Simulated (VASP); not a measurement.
The system is MgI2.

```
I Mg
1.0
     4.14000    0.00000    0.00000
    -2.07000    3.58535    0.00000
     0.00000    0.00000    6.88000
I Mg
2 1
Direct
  0.66667 0.33333 0.75000
  0.33333 0.66667 0.25000
  0.00000 0.00000 0.00000
```

Program: VASP 6.6.1. Alike in all runs: no spin polarisation; cell as given; k mesh 8 × 8 × 4.

Problem. Order these runs on this cell by their band gap on the k mesh, lowest first.
A. level r2SCAN; potentials or basis VASP PAW PBE potentials, release 64 (I, Mg); cutoff (eV) 520; smearing fermi-dirac 0.05 eV; dipole correction no
B. level TB-mBJ; potentials or basis VASP PAW PBE potentials, release 64 (I, Mg); cutoff (eV) 500; smearing gaussian 0.03 eV; tolerance level standard; purpose bands; route KPOINTS_OPT
C. level LDA; potentials or basis VASP PAW LDA potentials, release 64 (I, Mg); cutoff (eV) 520; smearing fermi-dirac 0.05 eV; dipole correction no

Solution. C (3.31 eV), A (4.09 eV), B (4.44 eV).

Caveats: spin-orbit coupling is left out, which moves the levels of the heavy elements.

A k mesh can miss the band edges.
